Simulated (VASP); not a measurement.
Set up this calculation in VASP 6.6.1, as the native input.

```
Task                   : single point
Functional             : PBE
Potentials or basis    : VASP PAW PBE potentials, release 64 (Si, C)
Cutoff                 : 520 eV
k mesh                 : 12 × 12 × 4
Occupations            : gaussian, width 0.05 eV
Spin                   : no spin polarisation
Dipole correction      : no
Further INCAR settings : ALGO = Normal; EDIFF = 1e-07; NBANDS = 26
```

The structure of SiC lies in POSCAR:

```
SiC
1.0
    2.9703553735      0.0000000000      0.0000000000
   -1.4851776867      2.5724032117      0.0000000000
    0.0000000000      0.0000000000     10.5345127664
Si C
4 4
Direct
    0.6666666667      0.3333333333      0.9378441878
    0.3333333333      0.6666666667      0.4378441878
    0.0000000000      0.0000000000      0.6878995565
    0.0000000000      0.0000000000      0.1878995565
    0.6666666667      0.3333333333      0.7498074459
    0.3333333333      0.6666666667      0.2498074459
    0.0000000000      0.0000000000      0.5004478098
    0.0000000000      0.0000000000      0.0004478098
```

This cell differs from its parent crystal: strain -0.040 along x and y, +0.040 along z.

One way to write it, as run:

INCAR

```
SYSTEM = SiC
ALGO = Normal
EDIFF = 1E-7
ENCUT = 520
GGA = PE
ISIF = 2
ISMEAR = 0
LASPH = .TRUE.
LCHARG = .FALSE.
LREAL = .FALSE.
LWAVE = .FALSE.
NBANDS = 26
NELM = 60
PREC = Accurate
SIGMA = 0.05
```

KPOINTS

```
k-points
0
G
  12 12 4
  0 0 0
```

Potentials or basis: VASP PAW PBE potentials, release 64 (Si, C).

Launch:

```sh
$ cat potpaw_PBE.64/Si/POTCAR potpaw_PBE.64/C/POTCAR > POTCAR
$ mpirun -np 1 vasp_std > vasp.out
```

It gave:

The pressure is 11.9 GPa and the largest force is 0.664 eV/Å. The band gap on the k mesh is 1.77 eV, indirect (least direct gap 3.14 eV).

Caveat: the cell differs from its parent crystal (strain -0.040 along x and y, +0.040 along z).

Wall time 91 s on 1 thread of Intel Xeon 6975P-C (shared host), peak memory 0.25 GiB.
